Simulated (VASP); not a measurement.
# SbPb (I4/mmm) in VASP: further runs

The runs below take SbPb through single point, with LDA.

All numbers are computed with VASP 6.6.1; they aren't measurements. Logs are shortened: lines on timing, memory, paths and dates and some standing lists are left out, and cuts for length are marked.

**1. The cell of the first run**

Symmetry: I4/mmm, No. 139, tetragonal system. The conventional cell has a = 4.386 Å, b = 4.386 Å, c = 6.039 Å, α = 90.00°, β = 90.00°, γ = 90.00°. Within 4.0 Å of Sb (site symmetry 4/mmm) lie 6 Pb at 3.02 to 3.10 Å. Pb (site symmetry 4/mmm) has 6 Sb at 3.02 to 3.10 Å within 4.0 Å.

**2. Single point, LDA (29.04 Å³/atom)**

INCAR reads:

```
  PREC = Accurate
  ENCUT = 520
  EDIFF = 1E-6
  ISMEAR = 0
  SIGMA = 0.15
  LREAL = False
  LASPH = True
  NELM = 80
  ALGO = Fast
  ISIF = 2
  LWAVE = False
  LCHARG = True
  LELF = True
  LVHAR = True
  NBANDS = 16
```

KPOINTS reads:

```
regular mesh
0
Gamma
  14 14 14
```

POSCAR reads:

```
SbPb
1.0
    0.0000000000      3.1011568068      3.0192862671
    3.1011568068      0.0000000000      3.0192862671
    3.1011568068      3.1011568068      0.0000000000
Sb Pb
1 1
Direct
    0.5000000000      0.5000000000      0.5000000000
    0.0000000000      0.0000000000      0.0000000000
```

Potentials or basis: VASP PAW LDA potentials, release 64 (Sb, Pb_d).

On the command line:

```console
> cat potpaw_LDA.64/Sb/POTCAR potpaw_LDA.64/Pb_d/POTCAR > POTCAR
> mpirun -np 1 vasp_std > vasp.out
```

OUTCAR:

```text
PREC = Accurate
   ENCUT = 520
   EDIFF = 1E-6
   ISMEAR = 0
   LREAL = False
   LASPH = True
   NELM = 80
   ISIF = 2

 ion  position               nearest neighbor table
   1  0.500  0.500  0.500-   2 3.02   2 3.02   2 3.10   2 3.10   2 3.10   2 3.10
   2  0.000  0.000  0.000-   1 3.02   1 3.02   1 3.10   1 3.10   1 3.10   1 3.10

  LATTYP: Found a body centered tetragonal cell.
 ALAT       =     4.3856980152
 C/A-ratio  =     1.3768783243

  Lattice vectors:

 A1 = (   0.0000000000,  -3.1011568068,  -3.0192862671)
 A2 = (   0.0000000000,   3.1011568068,  -3.0192862671)
 A3 = (   3.1011568068,   0.0000000000,   3.0192862671)

Analysis of symmetry for initial positions (statically):
=====================================================================
 Subroutine PRICEL returns:
 Original cell was already a primitive cell.

 Routine SETGRP: Setting up the symmetry group for a
 body centered tetragonal supercell.

 Subroutine GETGRP returns: Found 16 space group operations
 (whereof 16 operations were pure point group operations)
 out of a pool of 16 trial point group operations.

The static configuration has the point symmetry D_4h.

Analysis of symmetry for dynamics (positions and initial velocities):
=====================================================================
 Subroutine PRICEL returns:
 Original cell was already a primitive cell.

 Routine SETGRP: Setting up the symmetry group for a
 body centered tetragonal supercell.

 Subroutine GETGRP returns: Found 16 space group operations
 (whereof 16 operations were pure point group operations)
 out of a pool of 16 trial point group operations.

The dynamic configuration has the point symmetry D_4h.

 Subroutine INISYM returns: Found 16 space group operations
 (whereof 16 operations are pure point group operations),
 and found     1 'primitive' translations

----------------------------------------------------------------------------------------

                                     Primitive cell

  volume of cell :      58.0740

  direct lattice vectors                    reciprocal lattice vectors
     0.000000000  3.101156807  3.019286267    -0.161230157  0.161230157  0.165602052
     3.101156807  0.000000000  3.019286267     0.161230157 -0.161230157  0.165602052
     3.101156807  3.101156807  0.000000000     0.161230157  0.161230157 -0.165602052

  length of vectors
     4.328193977  4.328193977  4.385698015     0.281805548  0.281805548  0.281805548

  position of ions in fractional coordinates (direct lattice)
     0.500000000  0.500000000  0.500000000
     0.000000000  0.000000000  0.000000000

  ion indices of the primitive-cell ions
   primitive index   ion index
                 1           1
                 2           2

----------------------------------------------------------------------------------------

 KPOINTS: regular mesh

Automatic generation of k-mesh.
 Grid dimensions read from file:
 generate k-points for:   14   14   14

 Generating k-lattice:

  Cartesian coordinates                     Fractional coordinates (reciprocal lattice)
    -0.011516440  0.011516440  0.011828718     0.071428571 -0.000000000  0.000000000
     0.011516440 -0.011516440  0.011828718    -0.000000000  0.071428571  0.000000000
     0.011516440  0.011516440 -0.011828718     0.000000000  0.000000000  0.071428571

  Length of vectors
     0.020128968  0.020128968  0.020128968

  Shift w.r.t. Gamma in fractional coordinates (k-lattice)
     0.000000000  0.000000000  0.000000000

 Subroutine IBZKPT returns following result:
 ===========================================

 Found    244 irreducible k-points:

 Following reciprocal coordinates:
            Coordinates               Weight
  0.000000  0.000000  0.000000      1.000000
  0.071429  0.000000  0.000000      8.000000
  0.142857 -0.000000  0.000000      8.000000
  0.214286 -0.000000  0.000000      8.000000
  0.285714  0.000000  0.000000      8.000000
  0.357143  0.000000  0.000000      8.000000
[... 16 lines left out ...]
  0.214286  0.142857  0.000000      8.000000
  0.285714  0.142857  0.000000      8.000000
 [... further k-points ...]
   k-points           NKPTS =    244   k-points in BZ     NKDIM =    244   number of bands    NBANDS=     16
   number of dos      NEDOS =    301   number of ions     NIONS =      2
   total plane-waves  NPLWV =  36864
   dimension x,y,z NGX =    32 NGY =   32 NGZ =   36
   dimension x,y,z NGXF=    64 NGYF=   64 NGZF=   72
   ions per type =               1   1
   NGX,Y,Z   is equivalent  to a cutoff of  12.29, 12.29, 13.65 a.u.
   NGXF,Y,Z  is equivalent  to a cutoff of  24.58, 24.58, 27.29 a.u.
 SYSTEM =  unknown system
   PREC   = accura    normal or accurate (medium, high low for compatibility)
   ISTART =      0    job   : 0-new  1-cont  2-samecut
   ICHARG =      2    charge: 1-file 2-atom 10-const
   ISPIN  =      1    spin polarized calculation?
   LNONCOLLINEAR =      F non collinear calculations
   LSORBIT =      F    spin-orbit coupling
   LASPH  =      T    aspherical Exc in radial PAW
   ENCUT  =  520.0 eV  38.22 Ry    6.18 a.u.   8.05  8.05  8.15*2*pi/ulx,y,z
   NELM   =     80;   NELMIN=  2; NELMDL= -5     # of ELM steps
   EDIFF  = 0.1E-05   stopping-criterion for ELM
   LREAL  =      F    real-space projection
   EDIFFG = 0.1E-04   stopping-criterion for IOM
   NSW    =      0    number of steps for IOM
   IBRION =     -1    ionic relax: 0-MD 1-quasi-New 2-CG
   NFREE  =      0    steps in history (QN), initial steepest desc. (CG)
   ISIF   =      2    stress and relaxation
   ISYM   =      2    0-nonsym 1-usesym 2-fastsym
   POTIM  = 0.5000    time-step for ionic-motion
   TEBEG  =    0.0;   TEEND  =   0.0 temperature during run
   PSTRESS=    0.0 pullay stress
   NELECT =      19.0000    total number of electrons
   NUPDOWN=      -1.0000    fix difference up-down
   EMIN   =  10.00;   EMAX   =-10.00  energy-range for DOS
   EFERMI =   0.00;   METHOD = LEGACY
   ISMEAR =     0;   SIGMA  =   0.15  broadening in eV -4-tet -1-fermi 0-gaus
   EFERMI_NEDOS =   21; number of points for ismear=-14 and -15
   IALGO  =     68    algorithm
   IMIX   =      4    mixing-type and parameters
     AMIX     =   0.40;   BMIX     =  1.00
     AMIX_MAG =   1.60;   BMIX_MAG =  1.00
  volume/ion in A,a.u.               =      29.04       195.95
  Fermi-wavevector in a.u.,A,eV,Ry     =   1.128060  2.131724 17.313671  1.272519
  Thomas-Fermi vector in A             =   2.264748
   LORBIT       =      0    0 simple, 1 ext, 2 COOP (PROOUT), +10 PAW based schemes
   GGA     = CA    functional components
   LHFCALC =     F    Hartree Fock is set to
   AEXX    =    0.0000 exact exchange contribution
   IVDW    =     0    specifies the selected vdW correction
   LEPSILON=     F    determine dielectric tensor
   LRPA    =     F    only Hartree local field effects (RPA)
 non-spin polarized calculation
 RMM-DIIS sequential band-by-band and
 Gauss-broadening in eV      SIGMA  =   0.15
  energy-cutoff  :      520.00
  volume of cell :       58.07
 maximum number of plane-waves:      1582
   NGX = 17   NGY = 17   NGZ = 17

 number of electron      18.9999998 magnetization

 Free energy of the ion-electron system (eV)
  ---------------------------------------------------
  ext. energy  EPLUGINS =         0.00000000
  ---------------------------------------------------
  free energy    TOTEN  =        -8.92853874 eV

  energy without entropy =       -8.91717306  energy(sigma->0) =       -8.92285590

 E-fermi :   7.1742     XC(G=0): -10.2284

 val. band max:        7.1710181647   @ k =  -0.3571   0.1429   0.0000
 cond. band min:       7.1760231513   @ k =  -0.2857   0.4286   0.1429
 fundamental gap:      0.0050049866
 Fermi energy:         7.1742456920

 k-point     1 :       0.0000    0.0000    0.0000
  band No.  band energies     occupation
      1      -9.6522      2.00000
      2      -9.6344      2.00000
      3      -9.6150      2.00000
      4      -9.6150      2.00000
      5      -9.6007      2.00000
      6      -5.0973      2.00000
[... 8 lines left out ...]
     15      12.9932      0.00000
     16      13.1588      0.00000

 k-point     2 :       0.0714    0.0000    0.0000
  band No.  band energies     occupation
      1      -9.6537      2.00000
      2      -9.6354      2.00000
      3      -9.6145      2.00000
      4      -9.6137      2.00000
      5      -9.6000      2.00000
      6      -5.0377      2.00000
[... 8 lines left out ...]
     15      13.1103      0.00000
     16      13.2142      0.00000

 k-point     3 :       0.1429   -0.0000    0.0000
  band No.  band energies     occupation
      1      -9.6579      2.00000
      2      -9.6387      2.00000
      3      -9.6131      2.00000
      4      -9.6096      2.00000
      5      -9.5977      2.00000
      6      -4.8590      2.00000
[... 8 lines left out ...]
     15      13.4339      0.00000
     16      13.5013      0.00000

 k-point     4 :       0.2143   -0.0000    0.0000
  band No.  band energies     occupation
      1      -9.6645      2.00000
      2      -9.6443      2.00000
      3      -9.6116      2.00000
      4      -9.6029      2.00000
      5      -9.5936      2.00000
      6      -4.5619      2.00000
[... 8 lines left out ...]
     15      13.9408      0.00000
     16      13.9649      0.00000
[... 324 lines left out ...]
 k-point    22 :       0.1429    0.1429    0.0000
  band No.  band energies     occupation
      1      -9.6691      2.00000
      2      -9.6301      2.00000
      3      -9.6066      2.00000
      4      -9.6066      2.00000
      5      -9.6047      2.00000
      6      -4.7630      2.00000
[... 8 lines left out ...]
     15      14.2193      0.00000
     16      14.2193      0.00000

 k-point    23 :       0.2143    0.1429    0.0000
  band No.  band energies     occupation
      1      -9.6782      2.00000
      2      -9.6303      2.00000
      3      -9.6067      2.00000
      4      -9.6014      2.00000
      5      -9.6008      2.00000
      6      -4.5362      2.00000
[... 8 lines left out ...]
     15      14.6861      0.00000
     16      14.7765      0.00000

 k-point    24 :       0.2857    0.1429    0.0000
  band No.  band energies     occupation
      1      -9.6873      2.00000
      2      -9.6342      2.00000
      3      -9.6072      2.00000
      4      -9.5961      2.00000
      5      -9.5931      2.00000
      6      -4.1920      2.00000
[... 8 lines left out ...]
     15      15.2194      0.00000
     16      15.4294      0.00000

 [... further k-points ...]

------------------------ aborting loop because EDIFF is reached ----------------------------------------

  FORCE on cell =-STRESS in cart. coord.  units (eV):
  Direction    XX          YY          ZZ          XY          YZ          ZX
  --------------------------------------------------------------------------------------
  -------------------------------------------------------------------------------------
  Total        0.2337742      0.2337742      1.4098140      0.0000000     -0.0000000     -0.0000000
  in kB        6.4494897      6.4494897     38.8947201      0.0000000     -0.0000000     -0.0000000
  external PRESSURE =      17.2645665 kB  Pullay stress =       0.0000000 kB

 VOLUME and BASIS-vectors are now :
 -----------------------------------------------------------------------------
  energy-cutoff  :      520.00
  volume of cell :       58.07
      direct lattice vectors                 reciprocal lattice vectors
     0.000000000  3.101156807  3.019286267    -0.161230157  0.161230157  0.165602052
     3.101156807  0.000000000  3.019286267     0.161230157 -0.161230157  0.165602052
     3.101156807  3.101156807  0.000000000     0.161230157  0.161230157 -0.165602052

 POSITION                                       TOTAL-FORCE (eV/Angst)
 -----------------------------------------------------------------------------------
      3.10116      3.10116      3.01929         0.000000      0.000000      0.000000
      0.00000      0.00000      0.00000         0.000000      0.000000     -0.000000
 -----------------------------------------------------------------------------------
    total drift:                                0.000000     -0.000000     -0.000000

  FREE ENERGIE OF THE ION-ELECTRON SYSTEM (eV)
  ---------------------------------------------------
  free  energy   TOTEN  =        -8.9285387421 eV

  energy  without entropy=       -8.9171730604  energy(sigma->0) =       -8.92285590
```

It took 4.3 min on 1 thread of Oxide Virtual Turin-like, shared host; peak memory 0.32 GiB.

What came out:

- Free energy: -8.9285 eV
- Pressure: 1.7 GPa
- Band gap on the k mesh: zero (an odd number of electrons rules out a gap without spin polarisation)

Stress tensor (GPa, compression positive):
```
0.64 0.00 0.00
0.00 0.64 0.00
0.00 0.00 3.89
```

Caveat: spin-orbit coupling is left out, which moves the levels of the heavy elements; an odd number of electrons without spin polarisation forces a metal; a magnetic or distorted state may lie lower.

[end of part 1 of 2]
